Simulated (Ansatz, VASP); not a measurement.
# AlRu in VASP and in Ansatz

File INCAR:

```
PREC = Accurate
ENCUT = 520
EDIFF = 1E-6
ISMEAR = 0
SIGMA = 0.1
LREAL = False
LASPH = True
NELM = 80
ALGO = Fast
ISIF = 2
LWAVE = False
LCHARG = True
GGA = PE
LELF = True
LVHAR = True
NBANDS = 16
```

Contents of KPOINTS:

```
regular mesh
0
Gamma
  12 12 12
```

POSCAR

```
AlRu
1.0
    2.9916000000      0.0000000000      0.0000000000
    0.0000000000      2.9916000000      0.0000000000
    0.0000000000      0.0000000000      2.9916000000
Al Ru
1 1
Direct
    0.0000000000      0.0000000000      0.0000000000
    0.5320096270      0.5882905469      0.5830258056
```

Input for Ansatz:

```yaml
crystal:
  lattice:
    - [2.9916, 0.0, 0.0]
    - [0.0, 2.9916, 0.0]
    - [0.0, 0.0, 2.9916]
  atoms:
    - { symbol: Al, position: [0.0, 0.0, 0.0] }
    - { symbol: Ru, position: [0.532009627, 0.5882905469, 0.5830258056] }
basis:
  ecutwfc: 420
kpoints:
  mp_grid: { grid: [12, 12, 12] }
hamiltonian:
  xc: pbe
scf:
  occupations: { method: gaussian, width: 0.1 }
output:
  forces: true
  stress: true
  eigenvalues: true
  populations: true
```

Change from the starting cell: one atom moved.

Alike in both runs: task single point; functional PBE; k mesh 12 × 12 × 12; occupations gaussian, width 0.1 eV; no spin polarisation.

|  | VASP | Ansatz |
| --- | --- | --- |
| version | VASP 6.6.1 | Ansatz 0.2.0 |
| potentials or method | VASP PAW PBE potentials, release 64 (Al, Ru_pv), cutoff 520 eV | scalar-relativistic, plane waves, PAW |
| valence electrons in the cell | 17 | 19 |

```tsv
	VASP	Ansatz	Ansatz less VASP
gap on the k mesh at the Fermi level (eV)	none	none	-
pressure (GPa)	13.7	13.6	-0.08
traceless stress, the component that is largest in VASP (GPa)	10.36	10.26	-0.098
rms of the force components (eV/Å)	2.094	2.080	-0.0143
```

Atom by atom the forces differ by 0.014 eV/Å (rms over components). A gap of «none» marks a metal or a gap that the smearing closes. VASP's potentials hold 17 valence electrons a cell and Ansatz's 19, so a difference there can come from the potentials and not from the codes.
